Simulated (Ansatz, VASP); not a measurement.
**One calculation of F, two programs**

INCAR

```
SYSTEM = F
  PREC = Accurate
  ENCUT = 520
  EDIFF = 1E-6
  ISMEAR = -1
  SIGMA = 0.08
  LREAL = .FALSE.
  LASPH = .TRUE.
  NELM = 100
  ALGO = Normal
  ISIF = 2
  LWAVE = .FALSE.
  LCHARG = .TRUE.
  GGA = PE
  LELF = .TRUE.
  LVHAR = .TRUE.
  NBANDS = 10
```

File KPOINTS:

```
Automatic mesh
0
G
  18 18 18
  0 0 0
```

The input POSCAR:

```
F
1.0
   -1.0294772991      1.0294772991      1.0294772991
    1.0294772991     -1.0294772991      1.0294772991
    1.0294772991      1.0294772991     -1.0294772991
F
1
Direct
    0.0000000000      0.0000000000      0.0000000000
```

Input for Ansatz:

```yaml
crystal:
  lattice:
    - [-1.0294772991, 1.0294772991, 1.0294772991]
    - [1.0294772991, -1.0294772991, 1.0294772991]
    - [1.0294772991, 1.0294772991, -1.0294772991]
  atoms:
    - { symbol: F, position: [0.0, 0.0, 0.0] }
kpoints:
  mp_grid: { grid: [18, 18, 18] }
  band_path:
    path:
      - [0.0, 0.0, 0.0]
      - [0.5, -0.5, 0.5]
      - [0.0, 0.0, 0.5]
      - [0.0, 0.0, 0.0]
      - [0.25, 0.25, 0.25]
      - [0.5, -0.5, 0.5]
      - [0.25, 0.25, 0.25]
      - [0.0, 0.0, 0.5]
    npoints: 8
scf:
  occupations: { method: fermi_dirac, width: 0.08 }
hamiltonian:
  xc: pbe
  pseudopotentials: { kind: paw }
output:
  forces: true
  stress: true
  eigenvalues: true
  populations: true
  dos: { projected: true, de: 0.2, e_range: [-14, 8] }
  write_density: true
  write_potential: true
  elf: true
  volumetric_format: npy
```

Change from the starting cell: volume scaled by 0.43, PAW files.

Alike in both runs: task single point; functional PBE; k mesh 18 × 18 × 18; occupations fermi-dirac, width 0.08 eV; no spin polarisation.

```csv
,VASP,Ansatz
version,VASP 6.6.1,Ansatz 0.2.0
potentials or method,"VASP PAW PBE potentials, release 64 (F)","PAW with Ansatz's default frozen-core files, scalar-relativistic"
plane-wave cutoff (eV),520,420
valence electrons in the cell,7,7
```

```tsv
	VASP	Ansatz	Ansatz less VASP
pressure (GPa)	380.6	381.2	+0.62
```

Both programs put the cell under a high pressure, so it lies far from rest at this level.

Noted on VASP's run: the cell as given lies far from equilibrium.
